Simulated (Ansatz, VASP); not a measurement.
Two plane-wave programs on Sc

Contents of INCAR:

```
SYSTEM = Sc
ALGO = Normal
EDIFF = 1E-6
ENCUT = 500
GGA = PE
GGA_COMPAT = .False.
ISIF = 2
ISMEAR = 1
LASPH = .True.
LCHARG = .True.
LELF = .True.
LREAL = .False.
LVHAR = .True.
LWAVE = .False.
NBANDS = 12
NELM = 120
PREC = Accurate
SIGMA = 0.21
```

The input KPOINTS:

```
k-points
0
Gamma
  8 8 8
  0 0 0
```

The input POSCAR:

```
Sc
1.0
    0.0000000000      2.3268462047      2.3268462047
    2.3268462047      0.0000000000      2.3268462047
    2.3268462047      2.3268462047      0.0000000000
Sc
1
Direct
    0.0000000000      0.0000000000      0.0000000000
```

Input for Ansatz:

```yaml
crystal:
  lattice:
    - [0.0, 2.3268462047, 2.3268462047]
    - [2.3268462047, 0.0, 2.3268462047]
    - [2.3268462047, 2.3268462047, 0.0]
  atoms:
    - { symbol: Sc, position: [0.0, 0.0, 0.0] }
basis:
  ecutwfc: 420
  ecutrho_ratio: 5
kpoints:
  mp_grid: { grid: [8, 8, 8] }
hamiltonian:
  xc: pbe
scf:
  occupations: { method: cold, width: 0.21 }
  n_extra_bands: 2
  max_iter: 30
  convergence: { dr2_threshold: "1e-9 eV" }
output:
  forces: false
  stress: true
  eigenvalues: true
```

Alike in both runs: task single point; functional PBE; k mesh 8 × 8 × 8; no spin polarisation.

|  | VASP | Ansatz |
| --- | --- | --- |
| version | VASP 6.6.1 | Ansatz 0.2.0 |
| potentials or method | VASP PAW PBE potentials, release 64 (Sc_sv), cutoff 500 eV | scalar-relativistic, plane waves, PAW |
| occupations | methfessel-paxton of order 1, width 0.21 eV | cold, width 0.21 eV |
| valence electrons in the cell | 11 | 11 |

|  | VASP | Ansatz | Ansatz less VASP |
| --- | --- | --- | --- |
| gap on the k mesh at the Fermi level (eV) | none | none | - |
| pressure (GPa) | -1.1 | -1.1 | -0.03 |

A gap of «none» marks a metal or a gap that the smearing closes. Ansatz's warnings: stress scf threshold loose.
